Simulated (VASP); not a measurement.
# H4CO (P2_12_12_1) in VASP: further runs, part 2 of 2

VASP 6.6.1. The steps go on from the part before.

### 4 Single point, PBE+D3(BJ)

This run uses another cell than the first one, of 8.43 Å³/atom.

The input, INCAR:

```
ALGO = Normal
EDIFF = 1E-6
ENCUT = 520
GGA = PE
ISIF = 2
ISMEAR = 0
IVDW = 12
LASPH = True
LCHARG = True
LELF = True
LREAL = Auto
LVHAR = True
LWAVE = False
NBANDS = 46
NELM = 60
PREC = Accurate
SIGMA = 0.02
```

The input, KPOINTS:

```
k-points
0
Gamma
  6 6 4
```

The input, POSCAR:

```
H4CO
1.0
    4.4608738368      0.0000000000      0.0000000000
    0.0000000000      5.0353620858      0.0000000000
    0.0000000000      0.0000000000      9.0059708162
H C O
16 4 4
Direct
    0.5761230391      0.2407058255      0.4810472752
    0.9238769609      0.7592941745      0.9810472752
    0.4238769609      0.7407058255      0.0189527248
    0.0761230391      0.2592941745      0.5189527248
    0.9450329345      0.9292035494      0.2837128398
    0.5549670655      0.0707964506      0.7837128398
    0.0549670655      0.4292035494      0.2162871602
    0.4450329345      0.5707964506      0.7162871602
    0.7476927921      0.7940672782      0.4388985558
    0.7523072079      0.2059327218      0.9388985558
    0.2523072079      0.2940672782      0.0611014442
    0.2476927921      0.7059327218      0.5611014442
    0.5462964395      0.9359910976      0.2863139901
    0.9537035605      0.0640089024      0.7863139901
    0.4537035605      0.4359910976      0.2136860099
    0.0462964395      0.5640089024      0.7136860099
    0.7485165190      0.9539897385      0.3555646951
    0.7514834810      0.0460102615      0.8555646951
    0.2514834810      0.4539897385      0.1444353049
    0.2485165190      0.5460102615      0.6444353049
    0.7659071466      0.2109185290      0.4232609808
    0.7340928534      0.7890814710      0.9232609808
    0.2340928534      0.7109185290      0.0767390192
    0.2659071466      0.2890814710      0.5767390192
```

Run with:

```
cat potpaw_PBE.64/H/POTCAR potpaw_PBE.64/C/POTCAR potpaw_PBE.64/O/POTCAR > POTCAR
mpirun -np 1 vasp_std > vasp.out
```

Run time: 4.7 min. Hardware: 1 thread of Intel Xeon 6975P-C (Granite Rapids), shared host; peak memory 0.45 GiB.

The run converged. Its results:

- Free energy: -123.4906 eV
- Pressure: 0.1 GPa
- Largest force: 0.125 eV/Å
- Band gap on the k mesh: 5.51 eV (least direct gap 5.59 eV)
- Dispersion energy per atom: -0.045 eV

Forces on the atoms (eV/Å):
```
H   -0.066  0.037  0.053
H    0.066 -0.037  0.053
H    0.066  0.037 -0.053
H   -0.066 -0.037 -0.053
H    0.014 -0.005 -0.012
H   -0.014  0.005 -0.012
H   -0.014 -0.005  0.012
H    0.014  0.005  0.012
H    0.000 -0.018  0.012
H    0.000  0.018  0.012
H    0.000 -0.018 -0.012
H    0.000  0.018 -0.012
H   -0.017 -0.001 -0.011
H    0.017  0.001 -0.011
H    0.017 -0.001  0.011
H   -0.017  0.001  0.011
C    0.013 -0.109 -0.058
C   -0.013  0.109 -0.058
C   -0.013 -0.109  0.058
C    0.013  0.109  0.058
O    0.052  0.092  0.033
O   -0.052 -0.092  0.033
O   -0.052  0.092 -0.033
O    0.052 -0.092 -0.033
```

Stress tensor (GPa, compression positive):
```
-0.11  0.00  0.00
 0.00  0.29  0.00
 0.00  0.00  0.00
```

Levels at points of the mesh, in eV from the valence-band top:
| k point | band 24 | band 25 | band 26 | band 27 | band 28 | band 29 | band 30 | band 31 | band 32 | band 33 |
| --- | --- | --- | --- | --- | --- | --- | --- | --- | --- | --- |
| (0.00, 0.00, 0.00) | -1.10 | -0.95 | -0.44 | -0.14 | -0.11 | 5.82 | 6.05 | 7.10 | 7.18 | 7.89 |
| (0.50, 0.00, 0.00) | -1.98 | -0.53 | -0.53 | -0.10 | -0.10 | 7.23 | 7.23 | 8.10 | 8.10 | 8.40 |
| (0.00, 0.50, 0.00) | -1.04 | -0.48 | -0.48 | -0.13 | -0.13 | 5.58 | 5.58 | 7.12 | 7.12 | 7.63 |
| (0.50, 0.50, 0.00) | -2.01 | -0.29 | -0.29 | -0.09 | -0.09 | 7.07 | 7.07 | 7.21 | 7.21 | 7.85 |
| (0.00, 0.00, 0.50) | -1.34 | -0.61 | -0.61 | -0.15 | -0.15 | 5.97 | 5.97 | 7.16 | 7.16 | 8.37 |
| (0.50, 0.00, 0.50) | -2.05 | -0.46 | -0.46 | -0.14 | -0.14 | 7.62 | 7.62 | 7.65 | 7.65 | 8.51 |
| (0.00, 0.50, 0.50) | -1.05 | -0.46 | -0.46 | -0.16 | -0.16 | 5.97 | 5.97 | 6.35 | 6.35 | 8.27 |
| (0.50, 0.50, 0.50) | -2.03 | -0.19 | -0.19 | -0.19 | -0.19 | 7.18 | 7.18 | 7.18 | 7.18 | 8.20 |

### 5 Single point, PBE+D3(BJ)

This run uses another cell than the first one, of 8.45 Å³/atom.

The input, INCAR:

```
SYSTEM = H4CO
  PREC = Accurate
  ENCUT = 520
  EDIFF = 1E-7
  ISMEAR = 0
  SIGMA = 0.01
  LREAL = Auto
  LASPH = .True.
  NELM = 60
  ALGO = Normal
  ISIF = 2
  LWAVE = .False.
  LCHARG = .True.
  GGA = PE
  IVDW = 12
  LELF = .True.
  LVHAR = .True.
  NBANDS = 46
```

The input, KPOINTS:

```
Automatic mesh
0
Gamma
  6 6 4
  0 0 0
```

The input, POSCAR:

```
H4CO
1.0
    4.4449334941      0.0000000000      0.0000000000
    0.0000000000      5.0264138937      0.0000000000
    0.0000000000      0.0000000000      9.0761279893
H C O
16 4 4
Direct
    0.5762618867      0.2409519562      0.4808896261
    0.9237381133      0.7590480438      0.9808896261
    0.4237381133      0.7409519562      0.0191103739
    0.0762618867      0.2590480438      0.5191103739
    0.9451588191      0.9304498459      0.2837279997
    0.5548411809      0.0695501541      0.7837279997
    0.0548411809      0.4304498459      0.2162720003
    0.4451588191      0.5695501541      0.7162720003
    0.7484485998      0.7939952198      0.4378071051
    0.7515514002      0.2060047802      0.9378071051
    0.2515514002      0.2939952198      0.0621928949
    0.2484485998      0.7060047802      0.5621928949
    0.5450371356      0.9368733403      0.2870153011
    0.9549628644      0.0631266597      0.7870153011
    0.4549628644      0.4368733403      0.2129846989
    0.0450371356      0.5631266597      0.7129846989
    0.7484450389      0.9547205762      0.3554207141
    0.7515549611      0.0452794238      0.8554207141
    0.2515549611      0.4547205762      0.1445792859
    0.2484450389      0.5452794238      0.6445792859
    0.7660806502      0.2117879687      0.4229494289
    0.7339193498      0.7882120313      0.9229494289
    0.2339193498      0.7117879687      0.0770505711
    0.2660806502      0.2882120313      0.5770505711
```

Run with:

```
cat potpaw_PBE.64/H/POTCAR potpaw_PBE.64/C/POTCAR potpaw_PBE.64/O/POTCAR > POTCAR
mpirun -np 1 vasp_std > vasp.out
```

Wall time 5.9 min (1 thread of Intel Xeon 6975P-C (Granite Rapids), shared host); peak memory 0.45 GiB.

Results (log left out):

* Free energy: -123.4905 eV
* Pressure: 0.1 GPa
* Largest force: 0.128 eV/Å
* Band gap on the k mesh: 5.52 eV (least direct gap 5.59 eV)
* Dispersion energy per atom: -0.045 eV

Forces in eV/Å, atoms in the order of the input:
```
H   -0.069  0.038  0.057
H    0.069 -0.038  0.057
H    0.069  0.038 -0.057
H   -0.069 -0.038 -0.057
H    0.014 -0.005 -0.013
H   -0.014  0.005 -0.013
H   -0.014 -0.005  0.013
H    0.014  0.005  0.013
H    0.000 -0.016  0.013
H    0.000  0.016  0.013
H    0.000 -0.016 -0.013
H    0.000  0.016 -0.013
H   -0.016 -0.002 -0.011
H    0.016  0.002 -0.011
H    0.016 -0.002  0.011
H   -0.016  0.002  0.011
C    0.012 -0.112 -0.063
C   -0.012  0.112 -0.063
C   -0.012 -0.112  0.063
C    0.012  0.112  0.063
O    0.055  0.090  0.040
O   -0.055 -0.090  0.040
O   -0.055  0.090 -0.040
O    0.055 -0.090 -0.040
```

Stress tensor (GPa, compression positive):
```
-0.09  0.00  0.00
 0.00  0.28  0.00
 0.00  0.00 -0.01
```

Levels at points of the mesh, in eV from the valence-band top:
| k point | band 24 | band 25 | band 26 | band 27 | band 28 | band 29 | band 30 | band 31 | band 32 | band 33 |
| --- | --- | --- | --- | --- | --- | --- | --- | --- | --- | --- |
| (0.00, 0.00, 0.00) | -1.11 | -0.94 | -0.44 | -0.15 | -0.11 | 5.82 | 6.04 | 7.10 | 7.17 | 7.92 |
| (0.50, 0.00, 0.00) | -1.98 | -0.53 | -0.53 | -0.10 | -0.10 | 7.24 | 7.24 | 8.09 | 8.09 | 8.40 |
| (0.00, 0.50, 0.00) | -1.04 | -0.47 | -0.47 | -0.13 | -0.13 | 5.59 | 5.59 | 7.12 | 7.12 | 7.62 |
| (0.50, 0.50, 0.00) | -2.00 | -0.27 | -0.27 | -0.09 | -0.09 | 7.07 | 7.07 | 7.23 | 7.23 | 7.87 |
| (0.00, 0.00, 0.50) | -1.35 | -0.61 | -0.61 | -0.15 | -0.15 | 5.96 | 5.96 | 7.16 | 7.16 | 8.38 |
| (0.50, 0.00, 0.50) | -2.04 | -0.45 | -0.45 | -0.14 | -0.14 | 7.62 | 7.62 | 7.64 | 7.64 | 8.51 |
| (0.00, 0.50, 0.50) | -1.05 | -0.45 | -0.45 | -0.15 | -0.15 | 5.98 | 5.98 | 6.35 | 6.35 | 8.27 |
| (0.50, 0.50, 0.50) | -2.02 | -0.18 | -0.18 | -0.18 | -0.18 | 7.19 | 7.19 | 7.19 | 7.19 | 8.20 |

A k mesh can miss the band edges.

### 6 The runs side by side

| cell | k mesh | smearing | gap on the mesh (eV) | pressure (GPa) | largest force (eV/Å) |
| --- | --- | --- | --- | --- | --- |
| a = 4.641, b = 4.873, c = 8.867 Å, 24 atoms, atomic positions A | 4 × 4 × 2 | gaussian 0.1 eV | 5.65 | 4.0 | 1.58 |
| a = 4.538, b = 4.967, c = 8.913 Å, 24 atoms, atomic positions B | 4 × 4 × 2 | gaussian 0.1 eV | 5.60 | 0.0 | 0.15 |
| a = 4.461, b = 5.035, c = 9.006 Å, 24 atoms, atomic positions C | 6 × 6 × 4 | gaussian 0.02 eV | 5.51 | 0.1 | 0.12 |
| a = 4.445, b = 5.026, c = 9.076 Å, 24 atoms, atomic positions D | 6 × 6 × 4 | gaussian 0.01 eV | 5.52 | 0.1 | 0.13 |

Alike in all rows: task single point; level PBE+D3(BJ); potentials or basis VASP PAW PBE potentials, release 64 (H, C, O); no spin polarisation; cutoff (eV) 520.

Caveats: the stress differs along the axes, from 1 to 7 GPa (at least some runs); forces of over 1 eV/Å act on the atoms, so gaps and moduli don't describe the material at rest (at least some runs).

Total energies depend on the potentials used, so only differences within one code and one set of settings carry meaning.
